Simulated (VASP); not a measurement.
Input of a VASP 6.6.1 run:

The input INCAR:

```
ALGO = Fast
EDIFF = 1E-7
ENCUT = 520
GGA = PE
ISIF = 2
ISMEAR = 0
LASPH = True
LCHARG = False
LREAL = False
LWAVE = False
NBANDS = 33
NELM = 80
PREC = Accurate
SIGMA = 0.1
```

File KPOINTS:

```
k-points
0
Gamma
  4 4 4
```

Contents of POSCAR:

```
Cs4Sn
1.0
    7.7136399955      0.0000000000      0.0000000000
    0.0000000000      7.7136399955      0.0000000000
    0.0000000000      0.0000000000      7.7136399955
Cs Sn
4 1
Direct
    0.0000000000      0.0000000000      0.0000000000
    0.5000000000      0.5000000000      0.0000000000
    0.5000000000      0.0000000000      0.5000000000
    0.0000000000      0.5000000000      0.5000000000
    0.5000000000      0.5000000000      0.5000000000
```

Potentials or basis: VASP PAW PBE potentials, release 64 (Cs_sv, Sn_d).

Command:

```console
$ cat potpaw_PBE.64/Cs_sv/POTCAR potpaw_PBE.64/Sn_d/POTCAR > POTCAR
$ mpirun -np 1 vasp_std > vasp.out
```

Task: Estimate the band gap on the k mesh.

Result: Zero (bands 25 and 26 overlap by 0.20 eV).

Task: Predict the pressure.

Result: 0.0 GPa.

Caveat: spin-orbit coupling is left out, which moves the levels of the heavy elements.
